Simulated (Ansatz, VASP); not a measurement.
One calculation of PtSe2, two programs

INCAR

```
SYSTEM = PtSe2
ALGO = Normal
EDIFF = 1E-7
EDIFFG = -0.01
ENCUT = 600
GGA = PS
IBRION = 2
ISIF = 3
ISMEAR = -1
LASPH = .True.
LCHARG = .False.
LREAL = .False.
LWAVE = .False.
NELM = 100
NSW = 60
PREC = Accurate
SIGMA = 0.05
```

Contents of KPOINTS:

```
k-points
0
Gamma
  8 8 5
  0 0 0
```

Contents of POSCAR:

```
PtSe2
1.0
    3.7240000000      0.0000000000      0.0000000000
   -1.8620000000      3.2250786037      0.0000000000
    0.0000000000      0.0000000000      5.0620000000
Pt Se
1 2
Direct
    0.0000000000      0.0000000000      0.0000000000
    0.6666666667      0.3333333333      0.7500000000
    0.3333333333      0.6666666667      0.2500000000
```

The input input.yaml:

```yaml
crystal:
  lattice:
    - [3.724, 0.0, 0.0]
    - [-1.862, 3.2250786037, 0.0]
    - [0.0, 0.0, 5.062]
  atoms:
    - { symbol: Pt, position: [0.0, 0.0, 0.0] }
    - { symbol: Se, position: [0.6666666667, 0.3333333333, 0.75] }
    - { symbol: Se, position: [0.3333333333, 0.6666666667, 0.25] }
hamiltonian:
  xc: pbesol
  pseudopotentials: { kind: paw }
kpoints:
  mp_grid: { grid: [8, 8, 5] }
scf:
  occupations: { method: fermi_dirac, width: 0.05 }
output:
  forces: true
  stress: true
  eigenvalues: true
relax:
  f_tol: 0.01
  max_steps: 40
  cell: { stress_tol: 0.05 }
```

Alike in both runs: task relaxation of cell and atoms; functional PBEsol; k mesh 8 × 8 × 5; occupations fermi-dirac, width 0.05 eV; no spin polarisation.

|  | VASP | Ansatz |
| --- | --- | --- |
| version | VASP 6.6.1 | Ansatz 0.2.0 |
| potentials or method | VASP PAW PBE potentials, release 64 (Pt, Se) | Ansatz PAW |
| plane-wave cutoff (eV) | 600 | 420 |
| valence electrons in the cell | 22 | 50 |

|  | VASP | Ansatz | Ansatz less VASP |
| --- | --- | --- | --- |
| gap on the k mesh at the Fermi level, each at its own relaxed structure (eV) | none | none | - |
| relaxed volume (Å³/atom) | 19.77 | 19.78 | +0.015 |
| relaxed cell length with the largest relative difference (Å) | 4.848 | 4.853 | +0.0054 |

VASP's potentials were made for PBE, not for PBEsol. A gap of «none» marks a metal or a gap that the smearing closes. VASP's potentials hold 22 valence electrons a cell and Ansatz's 50, so a difference there can come from the potentials and not from the codes.

Neither program's run includes spin-orbit coupling. Noted on Ansatz's run: the plane-wave basis is chosen anew once the cell has moved, so the energies of steps on either side of that aren't comparable.
